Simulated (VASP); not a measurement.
Wanted: the native input for a VASP 6.6.1 run.

```yaml
Task: relaxation of cell and atoms
Functional: PBE
Potentials_or_basis: VASP PAW PBE potentials, release 64 (Ta_pv, Tl_d)
Cutoff: 600 eV
k_mesh: 6 × 6 × 6
Occupations: gaussian, width 0.1 eV
Spin: no spin polarisation
Dipole_correction: no
Further_INCAR_settings: ALGO = Normal; EDIFF = 1e-06; IBRION = 2; EDIFFG = -0.04; NSW = 90; ISIF = 3
```

The structure of TaTl lies in POSCAR:

```
TaTl
1.0
    0.0000000000      2.9457291755      2.9457291755
    2.9457291755      0.0000000000      2.9457291755
    2.9457291755      2.9457291755      0.0000000000
Ta Tl
1 1
Direct
    0.0000000000      0.0000000000      0.0000000000
    0.7500000000      0.7500000000      0.7500000000
```

These files were run (other wordings do the same):

INCAR

```
SYSTEM = TaTl
PREC = Accurate
ENCUT = 600
EDIFF = 1E-6
ISMEAR = 0
SIGMA = 0.1
LREAL = .False.
LASPH = .True.
NELM = 60
ALGO = Normal
ISIF = 3
LWAVE = .False.
LCHARG = .False.
GGA = PE
IBRION = 2
NSW = 90
EDIFFG = -0.04
```

KPOINTS

```
regular mesh
0
Gamma
  6 6 6
  0 0 0
```

Potentials or basis: VASP PAW PBE potentials, release 64 (Ta_pv, Tl_d).

Command:

```bash
$ cat potpaw_PBE.64/Ta_pv/POTCAR potpaw_PBE.64/Tl_d/POTCAR > POTCAR
$ mpirun -np 1 vasp_std > vasp.out
```

It gave:

* Relaxed volume: 31.34 Å³/atom
* Relaxed cell: a = 4.459 Å, b = 4.459 Å, c = 4.459 Å, α = 60.00°, β = 60.00°, γ = 60.00°
* Space group after relaxing (to 0.05 Å): F-43m (No. 216)
* Energy gained by relaxing: 285.2 meV/atom
* Ionic steps: 4
* Pressure after relaxing: -0.1 GPa
* Band gap on the k mesh: zero (band 12 reaches 3.93 eV, above the bottom of band 13 at 3.69 eV)

Caveat: the volume moved by over 15 % at a fixed basis, so the end points are rough; spin-orbit coupling is left out, which moves the levels of the heavy elements.

It took 96 s on 1 thread of Intel(R) Xeon(R) Platinum 8375C CPU @ 2.90GHz (Ice Lake) (shared host), peak memory 0.22 GiB.
